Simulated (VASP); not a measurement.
Runs of VASP 6.6.1 on HfGe. The structure is that of space group Pm-3m (No. 221), or close to it. The cells are those of the table. 

| task | level | potentials or basis | spin | cell | k mesh | cutoff (eV) | smearing | grid for exact exchange (PRECFOCK) | share of exact exchange | screening parameter | gap on the mesh (eV) | pressure (GPa) | moment (μB) |
| --- | --- | --- | --- | --- | --- | --- | --- | --- | --- | --- | --- | --- | --- |
| single point | PBEsol-based global hybrid with 25 % exact exchange | VASP PAW PBE potentials, release 64 (Hf_pv, Ge_d) | off | a = 3.331 Å, 2 atoms | 4 × 4 × 4 | 520 | fermi-dirac 0.05 eV | Normal | 0.25 | - | none | -1.9 | - |
| single point | PBE0 | VASP PAW PBE potentials, release 64 (Hf_pv, Ge_d) | off | a = 3.361 Å, 2 atoms | 4 × 4 × 4 | 520 | fermi-dirac 0.05 eV | Normal | 0.25 | - | none | -1.5 | - |
| single point | b88 exchange, pbe correlation | VASP PAW PBE potentials, release 64 (Hf_pv, Ge_d) | non-collinear, zero start, SOC | a = 3.501 Å, 2 atoms | 6 × 6 × 6 | 500 | gaussian 0.025 eV | - | - | - | - | (a) | 0.00 |
| single point | PBEsol-based screened hybrid with 25 % exact exchange | VASP PAW PBE potentials, release 64 (Hf_pv, Ge_d) | off | a = 3.331 Å, 2 atoms | 4 × 4 × 4 | 520 | fermi-dirac 0.05 eV | Normal | 0.25 | 0.207 1/Å | none | -1.5 | - |
| single point | HSE06 | VASP PAW PBE potentials, release 64 (Hf_pv, Ge_d) | off | a = 3.362 Å, 2 atoms | 4 × 4 × 4 | 520 | fermi-dirac 0.05 eV | Normal | 0.25 | 0.2079 1/Å | none | -1.4 | - |
| single point | PBE-based screened hybrid with 25 % exact exchange | VASP PAW PBE potentials, release 64 (Hf_pv, Ge_d) | off | a = 3.364 Å, 2 atoms | 4 × 4 × 4 | 520 | fermi-dirac 0.05 eV | Normal | 0.25 | 0.3 1/Å | none | -1.3 | - |
| relaxation of cell and atoms | LDA | VASP PAW LDA potentials, release 64 (Hf_pv, Ge_d) | non-collinear, zero start, SOC | relaxed from a = 3.501 Å, 2 atoms | 8 × 8 × 8 | 600 | methfessel-paxton 0.01 eV | - | - | - | - | -0.1 | 0.00 |

Question: Fill in the values left out.

Answer: (a) -12.2.

Caveats: some runs use coarse meshes; the PAW data sets were made with another functional, which shifts forces and pressure a little (at least some runs); spin-orbit coupling is left out, which moves the levels of the heavy elements (at least some runs); the cell stands under tension (at least some runs).

A k mesh can miss the band edges, and rows without SOC leave out spin-orbit coupling on Ge, Hf.

A gap of «none» marks levels without a gap at the run's occupations.
